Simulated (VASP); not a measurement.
The system is Ti.

```
Ti
1.0
     3.11393    0.00000    0.00000
     0.00000    3.11393    0.00000
     0.00000    0.00000    3.11393
Ti
2
Direct
  0.00000 0.00000 0.00000
  0.50000 0.50000 0.50000
```

This isn't the form of Ti at room conditions, which is hcp.

Base run:

* Program: VASP 6.6.1
* Functional: PBEsol
* Potentials or basis: VASP PAW PBE potentials, release 64 (Ti_sv)
* Cutoff: 520 eV
* k mesh: 16 × 16 × 16
* Occupations: gaussian, width 0.1 eV
* Spin: no spin polarisation
* Hubbard terms: Ti d U = 4.0 eV

Its results: band gap on the k mesh zero (bands 12 and 13 overlap by 2.02 eV); pressure 27.1 GPa.

Q: The run is repeated on the same cell with these changes: hubbard terms from Ti d U = 4.0 eV to none. What comes out?

A: Band gap on the k mesh zero (bands 12 and 13 overlap by 1.75 eV); pressure 11.4 GPa.

Caveats: the cell stands under pressure; the PAW data sets were made with another functional, which shifts forces and pressure a little; U without spin polarisation on a metal has little footing (at least some runs); the U is typed as a test and isn't derived for this compound (at least some runs).
